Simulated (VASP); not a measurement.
Input of a VASP 6.6.1 run:

The input POSCAR:

```
ScAl2
1.0
    0.0000000000      3.7795864531      3.7795864531
    3.7795864531      0.0000000000      3.7795864531
    3.7795864531      3.7795864531      0.0000000000
Sc Al
2 4
Direct
    0.5000000000      0.5000000000      0.5000000000
    0.7500000000      0.7500000000      0.7500000000
    0.1250000000      0.1250000000      0.1250000000
    0.6250000000      0.1250000000      0.1250000000
    0.1250000000      0.6250000000      0.1250000000
    0.1250000000      0.1250000000      0.6250000000
```

The input INCAR.step1:

```
SYSTEM = ScAl2
  ALGO = Normal
  EDIFF = 1E-4
  ENCUT = 520
  GGA = PE
  ISMEAR = 0
  LASPH = .True.
  LCHARG = .False.
  LREAL = .False.
  LWAVE = .True.
  NBANDS = 26
  NELM = 100
  PREC = Accurate
  SIGMA = 0.1
```

The input INCAR.step2:

```
SYSTEM = ScAl2
  ALGO = Normal
  EDIFF = 1E-7
  ENCUT = 520
  ISIF = 2
  ISMEAR = 0
  ISTART = 1
  LASPH = .True.
  LCHARG = .True.
  LELF = .True.
  LMIXTAU = .True.
  LREAL = .False.
  LVHAR = .True.
  LWAVE = .False.
  METAGGA = R2SCAN
  NBANDS = 26
  NELM = 100
  PREC = Accurate
  SIGMA = 0.1
```

The input KPOINTS:

```
k-points
0
Gamma
  4 4 4
  0 0 0
```

Potentials or basis: VASP PAW PBE potentials, release 64 (Sc_sv, Al).

Run with:

```sh
$ cat potpaw_PBE.64/Sc_sv/POTCAR potpaw_PBE.64/Al/POTCAR > POTCAR
$ cp INCAR.step1 INCAR
$ mpirun -np 1 vasp_std > vasp.out
$ cp INCAR.step2 INCAR
$ mpirun -np 1 vasp_std > vasp.out
```

Problem. Predict the pressure.

Solution. 0.0 GPa.

Problem. Predict the band gap on the k mesh.

Solution. Zero (band 17 reaches 7.30 eV, above the bottom of band 18 at 4.72 eV).

Caveat: the PAW data sets were made with another functional, which shifts forces and pressure a little.
